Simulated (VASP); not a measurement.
# MoS2 (R-3m) in VASP: a series of runs

The runs below take MoS2 through single point, with PBEsol.

Everything below comes from runs of VASP 6.6.1. Logs are shortened: lines on timing, memory, paths and dates and some standing lists are left out, and cuts for length are marked.

### 1 The cell of the first run

It takes space group R-3m (No. 166, trigonal). The conventional cell has a = 3.193 Å, b = 3.193 Å, c = 18.231 Å, α = 90.00°, β = 90.00°, γ = 120.00°. Mo (site symmetry -3m) has 6 S at 2.42 Å and 6 Mo at 3.19 Å within 3.2 Å. Within 3.2 Å of S (site symmetry 3m) lie 3 Mo at 2.42 Å and 6 S at 3.19 Å.

### 2 Single point, PBEsol

Input file INCAR:

```
SYSTEM = MoS2
PREC     = Accurate       ! precision mode
ENCUT    = 520            ! plane-wave cutoff, eV
EDIFF    = 1E-7           ! SCF threshold, eV
ISMEAR   = -1             ! smearing method
SIGMA    = 0.02           ! smearing width, eV
LREAL    = .FALSE.        ! projectors in reciprocal space
LASPH    = .TRUE.         ! aspherical terms in the spheres
NELM     = 80             ! most SCF steps
ALGO     = Normal         ! electronic algorithm
ISIF     = 2              ! what is computed and relaxed
LWAVE    = .FALSE.        ! write WAVECAR
LCHARG   = .FALSE.        ! write CHGCAR
GGA      = PS             ! functional
NBANDS   = 20             ! bands
```

Input file KPOINTS:

```
regular mesh
0
G
  6 6 6
  0 0 0
```

Input file POSCAR:

```
MoS2
1.0
    1.5965458369      0.9217661687      6.0769401820
   -1.5965458369      0.9217661687      6.0769401820
    0.0000000000     -1.8435323375      6.0769401820
Mo S
1 2
Direct
    0.0000000000      0.0000000000      0.0000000000
    0.7525772587      0.7525772587      0.7525772587
    0.2474227413      0.2474227413      0.2474227413
```

Potentials or basis: VASP PAW PBE potentials, release 64 (Mo_sv, S).

Started as:

```sh
cat potpaw_PBE.64/Mo_sv/POTCAR potpaw_PBE.64/S/POTCAR > POTCAR
mpirun -np 1 vasp_std > vasp.out
```

OUTCAR:

```text
SYSTEM = MoS2
   PREC = Accurate
   ENCUT = 520
   EDIFF = 1E-7
   ISMEAR = -1
   LREAL = .FALSE.
   LASPH = .TRUE.
   NELM = 80
   ISIF = 2
   GGA = PS

 ion  position               nearest neighbor table
   1  0.000  0.000  0.000-   2 2.42   2 2.42   3 2.42   3 2.42   2 2.42   3 2.42
   2  0.753  0.753  0.753-   1 2.42   1 2.42   1 2.42
   3  0.247  0.247  0.247-   1 2.42   1 2.42   1 2.42

  LATTYP: Found a trigonal (rhomboedric) cell.
 ALAT       =     6.3504183685
 COS(alpha) =     0.8735880579

  Lattice vectors:

 A1 = (   1.5965458369,   0.9217661687,   6.0769401820)
 A2 = (  -1.5965458369,   0.9217661687,   6.0769401820)
 A3 = (   0.0000000000,  -1.8435323375,   6.0769401820)

Analysis of symmetry for initial positions (statically):
=====================================================================
 Subroutine PRICEL returns:
 Original cell was already a primitive cell.

 Routine SETGRP: Setting up the symmetry group for a
 trigonal (rhombohedral) supercell.

 Subroutine GETGRP returns: Found 12 space group operations
 (whereof 12 operations were pure point group operations)
 out of a pool of 12 trial point group operations.

The static configuration has the point symmetry D_3d.

Analysis of symmetry for dynamics (positions and initial velocities):
=====================================================================
 Subroutine PRICEL returns:
 Original cell was already a primitive cell.

 Routine SETGRP: Setting up the symmetry group for a
 trigonal (rhombohedral) supercell.

 Subroutine GETGRP returns: Found 12 space group operations
 (whereof 12 operations were pure point group operations)
 out of a pool of 12 trial point group operations.

The dynamic configuration has the point symmetry D_3d.

 Subroutine INISYM returns: Found 12 space group operations
 (whereof 12 operations are pure point group operations),
 and found     1 'primitive' translations

----------------------------------------------------------------------------------------

                                     Primitive cell

  volume of cell :      53.6585

  direct lattice vectors                    reciprocal lattice vectors
     1.596545837  0.921766169  6.076940182     0.313176101  0.180812306  0.054852166
    -1.596545837  0.921766169  6.076940182    -0.313176101  0.180812306  0.054852166
     0.000000000 -1.843532337  6.076940182     0.000000000 -0.361624612  0.054852166

  length of vectors
     6.350418368  6.350418368  6.350418369     0.365761015  0.365761015  0.365761015

  position of ions in fractional coordinates (direct lattice)
     0.000000000  0.000000000  0.000000000
     0.752577259  0.752577259  0.752577259
     0.247422741  0.247422741  0.247422741

  ion indices of the primitive-cell ions
   primitive index   ion index
                 1           1
                 2           2
                 3           3

----------------------------------------------------------------------------------------

 KPOINTS: regular mesh

Automatic generation of k-mesh.
 Grid dimensions read from file:
 generate k-points for:    6    6    6

 Generating k-lattice:

  Cartesian coordinates                     Fractional coordinates (reciprocal lattice)
     0.052196017  0.030135384  0.009142028     0.166666667  0.000000000 -0.000000000
    -0.052196017  0.030135384  0.009142028     0.000000000  0.166666667 -0.000000000
     0.000000000 -0.060270769  0.009142028    -0.000000000 -0.000000000  0.166666667

  Length of vectors
     0.060960169  0.060960169  0.060960169

  Shift w.r.t. Gamma in fractional coordinates (k-lattice)
     0.000000000  0.000000000  0.000000000

 Subroutine IBZKPT returns following result:
 ===========================================

 Found     32 irreducible k-points:

 Following reciprocal coordinates:
            Coordinates               Weight
  0.000000  0.000000  0.000000      1.000000
  0.166667  0.000000  0.000000      6.000000
  0.333333  0.000000 -0.000000      6.000000
  0.500000  0.000000 -0.000000      3.000000
  0.166667  0.166667  0.000000      6.000000
  0.333333  0.166667 -0.000000     12.000000
[... 16 lines left out ...]
  0.500000  0.500000  0.166667      6.000000
 -0.333333  0.500000  0.166667     12.000000
 [... further k-points ...]
   k-points           NKPTS =     32   k-points in BZ     NKDIM =     32   number of bands    NBANDS=     20
   number of dos      NEDOS =    301   number of ions     NIONS =      3
   total plane-waves  NPLWV = 110592
   dimension x,y,z NGX =    48 NGY =   48 NGZ =   48
   dimension x,y,z NGXF=    96 NGYF=   96 NGZF=   96
   ions per type =               1   2
   NGX,Y,Z   is equivalent  to a cutoff of  12.57, 12.57, 12.57 a.u.
   NGXF,Y,Z  is equivalent  to a cutoff of  25.13, 25.13, 25.13 a.u.
 SYSTEM =  MoS2
   PREC   = accura    normal or accurate (medium, high low for compatibility)
   ISTART =      0    job   : 0-new  1-cont  2-samecut
   ICHARG =      2    charge: 1-file 2-atom 10-const
   ISPIN  =      1    spin polarized calculation?
   LNONCOLLINEAR =      F non collinear calculations
   LSORBIT =      F    spin-orbit coupling
   LASPH  =      T    aspherical Exc in radial PAW
   ENCUT  =  520.0 eV  38.22 Ry    6.18 a.u.  11.81 11.81 11.81*2*pi/ulx,y,z
   NELM   =     80;   NELMIN=  2; NELMDL= -5     # of ELM steps
   EDIFF  = 0.1E-06   stopping-criterion for ELM
   LREAL  =      F    real-space projection
   EDIFFG = 0.1E-05   stopping-criterion for IOM
   NSW    =      0    number of steps for IOM
   IBRION =     -1    ionic relax: 0-MD 1-quasi-New 2-CG
   NFREE  =      0    steps in history (QN), initial steepest desc. (CG)
   ISIF   =      2    stress and relaxation
   ISYM   =      2    0-nonsym 1-usesym 2-fastsym
   POTIM  = 0.5000    time-step for ionic-motion
   TEBEG  =    0.0;   TEEND  =   0.0 temperature during run
   PSTRESS=    0.0 pullay stress
   NELECT =      26.0000    total number of electrons
   NUPDOWN=      -1.0000    fix difference up-down
   EMIN   =  10.00;   EMAX   =-10.00  energy-range for DOS
   EFERMI =   0.00;   METHOD = LEGACY
   ISMEAR =    -1;   SIGMA  =   0.02  broadening in eV -4-tet -1-fermi 0-gaus
   EFERMI_NEDOS =   21; number of points for ismear=-14 and -15
   IALGO  =     38    algorithm
   IMIX   =      4    mixing-type and parameters
     AMIX     =   0.40;   BMIX     =  1.00
     AMIX_MAG =   1.60;   BMIX_MAG =  1.00
  volume/ion in A,a.u.               =      17.89       120.70
  Fermi-wavevector in a.u.,A,eV,Ry     =   1.285839  2.429883 22.495616  1.653381
  Thomas-Fermi vector in A             =   2.417949
   LORBIT       =      0    0 simple, 1 ext, 2 COOP (PROOUT), +10 PAW based schemes
   GGA     = PS    functional components
   LHFCALC =     F    Hartree Fock is set to
   AEXX    =    0.0000 exact exchange contribution
   IVDW    =     0    specifies the selected vdW correction
   LEPSILON=     F    determine dielectric tensor
   LRPA    =     F    only Hartree local field effects (RPA)
 non-spin polarized calculation
  energy-cutoff  :      520.00
  volume of cell :       53.66
 maximum number of plane-waves:      1460
   NGX = 23   NGY = 23   NGZ = 23

 number of electron      26.0000001 magnetization

 Free energy of the ion-electron system (eV)
  ---------------------------------------------------
  ext. energy  EPLUGINS =         0.00000000
  ---------------------------------------------------
  free energy    TOTEN  =       -22.64334176 eV

  energy without entropy =      -22.64172923  energy(sigma->0) =      -22.64253550

 E-fermi :   7.3996     XC(G=0): -11.0255

 val. band max:        7.3884520783   @ k =  -0.3333   0.5000   0.3333
 cond. band min:       7.4152166967   @ k =   0.0000   0.0000   0.0000
 fundamental gap:      0.0267646184
 Fermi energy:         7.3996228580

 k-point     1 :       0.0000    0.0000    0.0000
  band No.  band energies     occupation
      1     -54.1118      2.00000
      2     -28.1927      2.00000
      3     -28.1235      2.00000
      4     -28.1235      2.00000
      5      -7.4133      2.00000
      6      -5.8022      2.00000
[... 12 lines left out ...]
     19      14.0297      0.00000
     20      17.1248      0.00000

 k-point     2 :       0.1667    0.0000    0.0000
  band No.  band energies     occupation
      1     -54.1027      2.00000
      2     -28.2159      2.00000
      3     -28.1744      2.00000
      4     -28.1447      2.00000
      5      -6.9865      2.00000
      6      -5.7163      2.00000
[... 12 lines left out ...]
     19      15.1455      0.00000
     20      16.5968      0.00000

 k-point     3 :       0.3333    0.0000   -0.0000
  band No.  band energies     occupation
      1     -54.0845      2.00000
      2     -28.3966      2.00000
      3     -28.1867      2.00000
      4     -28.1378      2.00000
      5      -6.0656      2.00000
      6      -5.3925      2.00000
[... 12 lines left out ...]
     19      14.8393      0.00000
     20      16.2700      0.00000

 k-point     4 :       0.5000    0.0000   -0.0000
  band No.  band energies     occupation
      1     -54.0754      2.00000
      2     -28.4850      2.00000
      3     -28.2076      2.00000
      4     -28.1194      2.00000
      5      -5.7527      2.00000
      6      -4.8678      2.00000
[... 12 lines left out ...]
     19      14.3717      0.00000
     20      14.7974      0.00000

 k-point     5 :       0.1667    0.1667    0.0000
  band No.  band energies     occupation
      1     -54.1027      2.00000
      2     -28.2159      2.00000
      3     -28.1744      2.00000
      4     -28.1447      2.00000
      5      -6.9611      2.00000
      6      -5.7569      2.00000
[... 12 lines left out ...]
     19      15.2057      0.00000
     20      16.6533      0.00000
[... 353 lines left out ...]
      6      -5.0733      2.00000
[... 12 lines left out ...]
     19      14.5865      0.00000
     20      15.8279      0.00000

 k-point    22 :      -0.1667    0.3333    0.1667
  band No.  band energies     occupation
      1     -54.0754      2.00000
      2     -28.4389      2.00000
      3     -28.2556      2.00000
      4     -28.1196      2.00000
      5      -5.4890      2.00000
      6      -5.2114      2.00000
[... 12 lines left out ...]
     19      14.7323      0.00000
     20      16.0878      0.00000

 k-point    23 :       0.5000    0.5000    0.1667
  band No.  band energies     occupation
      1     -54.0845      2.00000
      2     -28.3966      2.00000
      3     -28.1867      2.00000
      4     -28.1379      2.00000
      5      -5.8305      2.00000
      6      -5.6552      2.00000
[... 12 lines left out ...]
     19      14.3736      0.00000
     20      16.1956      0.00000

 k-point    24 :      -0.3333    0.5000    0.1667
  band No.  band energies     occupation
      1     -54.0754      2.00000
      2     -28.4389      2.00000
      3     -28.2556      2.00000
      4     -28.1196      2.00000
      5      -5.5384      2.00000
      6      -5.1402      2.00000
[... 12 lines left out ...]
     19      14.3092      0.00000
     20      15.9613      0.00000

 [... further k-points ...]

------------------------ aborting loop because EDIFF is reached ----------------------------------------

  FORCE on cell =-STRESS in cart. coord.  units (eV):
  Direction    XX          YY          ZZ          XY          YZ          ZX
  --------------------------------------------------------------------------------------
  -------------------------------------------------------------------------------------
  Total       -1.2447890     -1.2447890     -0.3541273      0.0000000      0.0000000      0.0000000
  in kB      -37.1678942    -37.1678942    -10.5738140      0.0000000      0.0000000      0.0000000
  external PRESSURE =     -28.3032008 kB  Pullay stress =       0.0000000 kB

 VOLUME and BASIS-vectors are now :
 -----------------------------------------------------------------------------
  energy-cutoff  :      520.00
  volume of cell :       53.66
      direct lattice vectors                 reciprocal lattice vectors
     1.596545837  0.921766169  6.076940182     0.313176101  0.180812306  0.054852166
    -1.596545837  0.921766169  6.076940182    -0.313176101  0.180812306  0.054852166
     0.000000000 -1.843532337  6.076940182     0.000000000 -0.361624612  0.054852166

 POSITION                                       TOTAL-FORCE (eV/Angst)
 -----------------------------------------------------------------------------------
      0.00000      0.00000      0.00000         0.000000      0.000000      0.000000
      0.00000     -0.00000     13.72010         0.000000      0.000000     -0.084958
      0.00000     -0.00000      4.51072         0.000000     -0.000000      0.084958
 -----------------------------------------------------------------------------------
    total drift:                               -0.000000     -0.000000     -0.000000

  FREE ENERGIE OF THE ION-ELECTRON SYSTEM (eV)
  ---------------------------------------------------
  free  energy   TOTEN  =       -22.6433417621 eV

  energy  without entropy=      -22.6417292311  energy(sigma->0) =      -22.64253550
```

Run time: 79 s. Hardware: 1 thread of AMD EPYC 9R14 (Zen 4), shared host; peak memory 0.28 GiB.

What came out:

| Quantity | Value |
| --- | --- |
| Free energy | -22.6433 eV |
| Pressure | -2.8 GPa |
| Largest force | 0.085 eV/Å |
| Band gap on the k mesh | zero (band 13 reaches 7.91 eV, above the bottom of band 14 at 7.28 eV) |

Forces on the atoms (eV/Å):
```
Mo   0.000  0.000  0.000
S    0.000  0.000 -0.085
S    0.000  0.000  0.085
```

Stress tensor (GPa, compression positive):
```
-3.72  0.00  0.00
 0.00 -3.72  0.00
 0.00  0.00 -1.06
```

Caveat: the k points lie up to 0.38 Å⁻¹ apart; the PAW data sets were made with another functional, which shifts forces and pressure a little.

### 3 Single point, PBEsol

Input file INCAR:

```
  PREC = Accurate
  ENCUT = 520
  EDIFF = 1E-6
  ISMEAR = 1
  SIGMA = 0.5
  LREAL = F
  LASPH = T
  NELM = 80
  ALGO = Normal
  ISIF = 2
  LWAVE = F
  LCHARG = F
  GGA = PS
  NBANDS = 20
```

Input file KPOINTS:

```
regular mesh
0
Gamma
  6 6 6
```

POSCAR is that of step 2.

Potentials or basis: VASP PAW PBE potentials, release 64 (Mo_sv, S).

Started as:

```sh
cat potpaw_PBE.64/Mo_sv/POTCAR potpaw_PBE.64/S/POTCAR > POTCAR
mpirun -np 1 vasp_std > vasp.out
```

Wall time 69 s (1 thread of AMD EPYC 9R14 (Zen 4), shared host); peak memory 0.27 GiB.

The run converged. Its results:

```
Free energy            : -22.6266 eV
Pressure               : -3.1 GPa
Largest force          : 0.057 eV/Å
Band gap on the k mesh : zero (band 13 reaches 7.91 eV, above the bottom of band 14 at 7.27 eV)
```

Forces on the atoms (eV/Å):
```
Mo   0.000  0.000  0.000
S    0.000  0.000 -0.057
S    0.000  0.000  0.057
```

Stress tensor (GPa, compression positive):
```
-4.15  0.00  0.00
 0.00 -4.15  0.00
 0.00  0.00 -0.85
```

Levels at points of the mesh, in eV from the Fermi level:
```csv
k point,band 9,band 10,band 11,band 12,band 13,band 14,band 15,band 16,band 17,band 18
"(0.00, 0.00, 0.00)",-3.81,-1.44,-1.16,-0.80,-0.80,-0.03,-0.03,3.33,3.33,6.19
"(0.50, 0.00, 0.00)",-5.10,-4.00,-2.66,-1.76,-1.34,1.20,2.06,3.32,4.07,5.65
"(0.50, 0.50, 0.00)",-4.36,-3.90,-2.67,-2.13,-1.62,1.20,1.81,3.85,4.77,4.86
"(0.50, 0.50, 0.50)",-3.79,-3.79,-0.79,-0.79,-0.17,-0.17,0.06,3.48,3.48,6.29
```

Caveat: the k points lie up to 0.38 Å⁻¹ apart; the PAW data sets were made with another functional, which shifts forces and pressure a little.
